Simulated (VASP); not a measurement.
# PtS2 (P-3m1) in VASP: further runs

Aim: see how the results for PtS2 move with the level of theory and the settings. Levels: PBE, HSE06. Tasks: single point.

Program: VASP 6.6.1. These are calculated values, not measurements. Logs are shortened: lines on timing, memory, paths and dates and some standing lists are left out, and cuts for length are marked.

## 1. The cell of the first run

Symmetry: P-3m1, No. 164, trigonal system. The conventional cell has a = 3.529 Å, b = 3.529 Å, c = 5.089 Å, α = 90.00°, β = 90.00°, γ = 120.00°. Pt (site symmetry -3m) has 6 S at 2.38 Å within 3.1 Å. Within 3.6 Å of S (site symmetry 3m) lie 3 Pt at 2.38 Å and 12 S at 3.20 to 3.53 Å.

## 2. Single point, PBE (strain -0.7%)

Input file INCAR:

```
SYSTEM = PtS2
PREC = Accurate
ENCUT = 570
EDIFF = 1E-6
ISMEAR = -1
SIGMA = 0.02
LREAL = .FALSE.
LASPH = .TRUE.
NELM = 120
ALGO = Normal
ISIF = 2
LWAVE = .FALSE.
LCHARG = .TRUE.
GGA = PE
LELF = .TRUE.
LVHAR = .TRUE.
NBANDS = 22
GGA_COMPAT = .FALSE.
```

Input file KPOINTS:

```
Automatic mesh
0
G
  12 12 6
  0 0 0
```

Input file POSCAR:

```
PtS2
1.0
    3.5291767756      0.0000000000      0.0000000000
   -1.7645883878      3.0563567421      0.0000000000
    0.0000000000      0.0000000000      5.0890199314
Pt S
1 2
Direct
    0.0000000000      0.0000000000      0.0000000000
    0.3333333333      0.6666666667      0.2428239062
    0.6666666667      0.3333333333      0.7571760938
```

Potentials or basis: VASP PAW PBE potentials, release 64 (Pt_sv_GW, S).

Command:

```sh
$ cat potpaw_PBE.64/Pt_sv_GW/POTCAR potpaw_PBE.64/S/POTCAR > POTCAR
$ mpirun -np 1 vasp_std > vasp.out
```

OUTCAR:

```text
SYSTEM = PtS2
   PREC = Accurate
   ENCUT = 570
   EDIFF = 1E-6
   ISMEAR = -1
   LREAL = .FALSE.
   LASPH = .TRUE.
   NELM = 120
   ISIF = 2
   GGA = PE

 ion  position               nearest neighbor table
   1  0.000  0.000  0.000-   2 2.38   3 2.38   2 2.38   3 2.38   3 2.38   2 2.38
   2  0.333  0.667  0.243-   1 2.38   1 2.38   1 2.38
   3  0.667  0.333  0.757-   1 2.38   1 2.38   1 2.38

  LATTYP: Found a hexagonal cell.
 ALAT       =     3.5291767756
 C/A-ratio  =     1.4419849883

  Lattice vectors:

 A1 = (   3.5291767756,   0.0000000000,   0.0000000000)
 A2 = (  -1.7645883878,   3.0563567421,   0.0000000000)
 A3 = (   0.0000000000,   0.0000000000,   5.0890199314)

Analysis of symmetry for initial positions (statically):
=====================================================================
 Subroutine PRICEL returns:
 Original cell was already a primitive cell.

 Routine SETGRP: Setting up the symmetry group for a
 hexagonal supercell.

 Subroutine GETGRP returns: Found 12 space group operations
 (whereof 12 operations were pure point group operations)
 out of a pool of 24 trial point group operations.

The static configuration has the point symmetry D_3d.

Analysis of symmetry for dynamics (positions and initial velocities):
=====================================================================
 Subroutine PRICEL returns:
 Original cell was already a primitive cell.

 Routine SETGRP: Setting up the symmetry group for a
 hexagonal supercell.

 Subroutine GETGRP returns: Found 12 space group operations
 (whereof 12 operations were pure point group operations)
 out of a pool of 24 trial point group operations.

The dynamic configuration has the point symmetry D_3d.

 Subroutine INISYM returns: Found 12 space group operations
 (whereof 12 operations are pure point group operations),
 and found     1 'primitive' translations

----------------------------------------------------------------------------------------

                                     Primitive cell

  volume of cell :      54.8923

  direct lattice vectors                    reciprocal lattice vectors
     3.529176776  0.000000000  0.000000000     0.283352199  0.163593468  0.000000000
    -1.764588388  3.056356742  0.000000000     0.000000000  0.327186937  0.000000000
     0.000000000  0.000000000  5.089019931     0.000000000  0.000000000  0.196501490

  length of vectors
     3.529176776  3.529176776  5.089019931     0.327186937  0.327186937  0.196501490

  position of ions in fractional coordinates (direct lattice)
     0.000000000  0.000000000  0.000000000
     0.333333333  0.666666667  0.242823906
     0.666666667  0.333333333  0.757176094

  ion indices of the primitive-cell ions
   primitive index   ion index
                 1           1
                 2           2
                 3           3

----------------------------------------------------------------------------------------

 KPOINTS: Automatic mesh

Automatic generation of k-mesh.
 Grid dimensions read from file:
 generate k-points for:   12   12    6

 Generating k-lattice:

  Cartesian coordinates                     Fractional coordinates (reciprocal lattice)
     0.023612683  0.013632789  0.000000000     0.083333333  0.000000000  0.000000000
     0.000000000  0.027265578  0.000000000     0.000000000  0.083333333  0.000000000
     0.000000000  0.000000000  0.032750248     0.000000000  0.000000000  0.166666667

  Length of vectors
     0.027265578  0.027265578  0.032750248

  Shift w.r.t. Gamma in fractional coordinates (k-lattice)
     0.000000000  0.000000000  0.000000000

 Subroutine IBZKPT returns following result:
 ===========================================

 Found    100 irreducible k-points:

 Following reciprocal coordinates:
            Coordinates               Weight
  0.000000  0.000000  0.000000      1.000000
  0.083333  0.000000  0.000000      6.000000
  0.166667  0.000000  0.000000      6.000000
  0.250000 -0.000000  0.000000      6.000000
  0.333333  0.000000  0.000000      6.000000
  0.416667  0.000000  0.000000      6.000000
[... 16 lines left out ...]
  0.166667  0.000000  0.166667      6.000000
  0.000000  0.166667  0.166667      6.000000
 [... further k-points ...]
   k-points           NKPTS =    100   k-points in BZ     NKDIM =    100   number of bands    NBANDS=     22
   number of dos      NEDOS =    301   number of ions     NIONS =      3
   total plane-waves  NPLWV =  31360
   dimension x,y,z NGX =    28 NGY =   28 NGZ =   40
   dimension x,y,z NGXF=    56 NGYF=   56 NGZF=   80
   ions per type =               1   2
   NGX,Y,Z   is equivalent  to a cutoff of  13.19, 13.19, 13.07 a.u.
   NGXF,Y,Z  is equivalent  to a cutoff of  26.38, 26.38, 26.13 a.u.
 SYSTEM =  PtS2
   PREC   = accura    normal or accurate (medium, high low for compatibility)
   ISTART =      0    job   : 0-new  1-cont  2-samecut
   ICHARG =      2    charge: 1-file 2-atom 10-const
   ISPIN  =      1    spin polarized calculation?
   LNONCOLLINEAR =      F non collinear calculations
   LSORBIT =      F    spin-orbit coupling
   LASPH  =      T    aspherical Exc in radial PAW
   ENCUT  =  570.0 eV  41.89 Ry    6.47 a.u.   6.87  6.87  9.91*2*pi/ulx,y,z
   NELM   =    120;   NELMIN=  2; NELMDL= -5     # of ELM steps
   EDIFF  = 0.1E-05   stopping-criterion for ELM
   LREAL  =      F    real-space projection
   EDIFFG = 0.1E-04   stopping-criterion for IOM
   NSW    =      0    number of steps for IOM
   IBRION =     -1    ionic relax: 0-MD 1-quasi-New 2-CG
   NFREE  =      0    steps in history (QN), initial steepest desc. (CG)
   ISIF   =      2    stress and relaxation
   ISYM   =      2    0-nonsym 1-usesym 2-fastsym
   POTIM  = 0.5000    time-step for ionic-motion
   TEBEG  =    0.0;   TEEND  =   0.0 temperature during run
   PSTRESS=    0.0 pullay stress
   NELECT =      30.0000    total number of electrons
   NUPDOWN=      -1.0000    fix difference up-down
   EMIN   =  10.00;   EMAX   =-10.00  energy-range for DOS
   EFERMI =   0.00;   METHOD = LEGACY
   ISMEAR =    -1;   SIGMA  =   0.02  broadening in eV -4-tet -1-fermi 0-gaus
   EFERMI_NEDOS =   21; number of points for ismear=-14 and -15
   IALGO  =     38    algorithm
   IMIX   =      4    mixing-type and parameters
     AMIX     =   0.40;   BMIX     =  1.00
     AMIX_MAG =   1.60;   BMIX_MAG =  1.00
  volume/ion in A,a.u.               =      18.30       123.48
  Fermi-wavevector in a.u.,A,eV,Ry     =   1.338478  2.529357 24.375171  1.791525
  Thomas-Fermi vector in A             =   2.466946
   LORBIT       =      0    0 simple, 1 ext, 2 COOP (PROOUT), +10 PAW based schemes
   GGA     = PE    functional components
   LHFCALC =     F    Hartree Fock is set to
   AEXX    =    0.0000 exact exchange contribution
   IVDW    =     0    specifies the selected vdW correction
   LEPSILON=     F    determine dielectric tensor
   LRPA    =     F    only Hartree local field effects (RPA)
 non-spin polarized calculation
  energy-cutoff  :      570.00
  volume of cell :       54.89
 maximum number of plane-waves:      1711
   NGX = 13   NGY = 13   NGZ = 19

 number of electron      30.0000001 magnetization

 Free energy of the ion-electron system (eV)
  ---------------------------------------------------
  ext. energy  EPLUGINS =         0.00000000
  ---------------------------------------------------
  free energy    TOTEN  =       -15.33766983 eV

  energy without entropy =      -15.33766983  energy(sigma->0) =      -15.33766983

 E-fermi :   6.9314     XC(G=0): -10.8073

 val. band max:        6.5821020459   @ k =   0.0000   0.1667   0.1667
 cond. band min:       7.2805669325   @ k =   0.0000   0.2500   0.3333
 fundamental gap:      0.6984648866
 Fermi energy:         6.9313648568

 k-point     1 :       0.0000    0.0000    0.0000
  band No.  band energies     occupation
      1     -92.9877      2.00000
      2     -47.1304      2.00000
      3     -47.1304      2.00000
      4     -47.0583      2.00000
      5      -8.6684      2.00000
      6      -5.8011      2.00000
[... 14 lines left out ...]
     21      14.6831      0.00000
     22      19.2197      0.00000

 k-point     2 :       0.0833    0.0000    0.0000
  band No.  band energies     occupation
      1     -92.9877      2.00000
      2     -47.1320      2.00000
      3     -47.1308      2.00000
      4     -47.0580      2.00000
      5      -8.5782      2.00000
      6      -5.8421      2.00000
[... 14 lines left out ...]
     21      14.9649      0.00000
     22      18.0734      0.00000

 k-point     3 :       0.1667    0.0000    0.0000
  band No.  band energies     occupation
      1     -92.9878      2.00000
      2     -47.1362      2.00000
      3     -47.1319      2.00000
      4     -47.0576      2.00000
      5      -8.3174      2.00000
      6      -5.9525      2.00000
[... 14 lines left out ...]
     21      15.6480      0.00000
     22      16.5638      0.00000

 k-point     4 :       0.2500   -0.0000    0.0000
  band No.  band energies     occupation
      1     -92.9880      2.00000
      2     -47.1422      2.00000
      3     -47.1335      2.00000
      4     -47.0571      2.00000
      5      -7.9183      2.00000
      6      -6.1023      2.00000
[... 14 lines left out ...]
     21      15.6327      0.00000
     22      15.8893      0.00000

 k-point     5 :       0.3333    0.0000    0.0000
  band No.  band energies     occupation
      1     -92.9878      2.00000
      2     -47.1480      2.00000
      3     -47.1349      2.00000
      4     -47.0564      2.00000
      5      -7.4442      2.00000
      6      -6.2600      2.00000
[... 417 lines left out ...]
 k-point    22 :       0.0000    0.0833    0.1667
  band No.  band energies     occupation
      1     -92.9879      2.00000
      2     -47.1320      2.00000
      3     -47.1308      2.00000
      4     -47.0584      2.00000
      5      -8.4993      2.00000
      6      -6.0321      2.00000
[... 14 lines left out ...]
     21      15.1303      0.00000
     22      17.2771      0.00000

 k-point    23 :       0.1667    0.0000    0.1667
  band No.  band energies     occupation
      1     -92.9879      2.00000
      2     -47.1363      2.00000
      3     -47.1319      2.00000
      4     -47.0578      2.00000
      5      -8.2358      2.00000
      6      -6.1228      2.00000
[... 14 lines left out ...]
     21      15.2212      0.00000
     22      16.2940      0.00000

 k-point    24 :       0.0000    0.1667    0.1667
  band No.  band energies     occupation
      1     -92.9879      2.00000
      2     -47.1363      2.00000
      3     -47.1319      2.00000
      4     -47.0578      2.00000
      5      -8.2448      2.00000
      6      -6.0964      2.00000
[... 14 lines left out ...]
     21      15.9617      0.00000
     22      16.0451      0.00000

 [... further k-points ...]
[... 5 lines left out ...]
  --------------------------------------------------------------------------------------
  -------------------------------------------------------------------------------------
  Total        1.8557109      1.8557109      0.8800119      0.0000000      0.0000000      0.0000000
  in kB       54.1638222     54.1638222     25.6854705      0.0000000      0.0000000      0.0000000
  external PRESSURE =      44.6710383 kB  Pullay stress =       0.0000000 kB

 VOLUME and BASIS-vectors are now :
 -----------------------------------------------------------------------------
  energy-cutoff  :      570.00
  volume of cell :       54.89
      direct lattice vectors                 reciprocal lattice vectors
     3.529176776  0.000000000  0.000000000     0.283352199  0.163593468  0.000000000
    -1.764588388  3.056356742  0.000000000     0.000000000  0.327186937  0.000000000
     0.000000000  0.000000000  5.089019931     0.000000000  0.000000000  0.196501490

 POSITION                                       TOTAL-FORCE (eV/Angst)
 -----------------------------------------------------------------------------------
      0.00000      0.00000      0.00000        -0.000000      0.000000      0.000000
     -0.00000      2.03757      1.23574        -0.000000      0.000000      0.057273
      1.76459      1.01879      3.85328         0.000000     -0.000000     -0.057273
 -----------------------------------------------------------------------------------
    total drift:                                0.000000      0.000000     -0.000000

  FREE ENERGIE OF THE ION-ELECTRON SYSTEM (eV)
  ---------------------------------------------------
  free  energy   TOTEN  =       -15.3376698315 eV

  energy  without entropy=      -15.3376698312  energy(sigma->0) =      -15.33766983
```

Run time: 79 s. Hardware: 1 thread of AMD EPYC 9R45 (Zen 5), shared host; peak memory 0.25 GiB.

Results:

* Free energy: -15.3377 eV
* Pressure: 4.5 GPa
* Largest force: 0.057 eV/Å
* Band gap on the k mesh: 0.70 eV (least direct gap 0.94 eV)

Forces in eV/Å, atoms in the order of the input:
```
Pt   0.000  0.000  0.000
S    0.000  0.000  0.057
S    0.000  0.000 -0.057
```

Caveat: the cell differs from its parent crystal (strain -0.7%); the cell stands under pressure; spin-orbit coupling is left out, which moves the levels of the heavy elements.

[end of part 1 of 2]
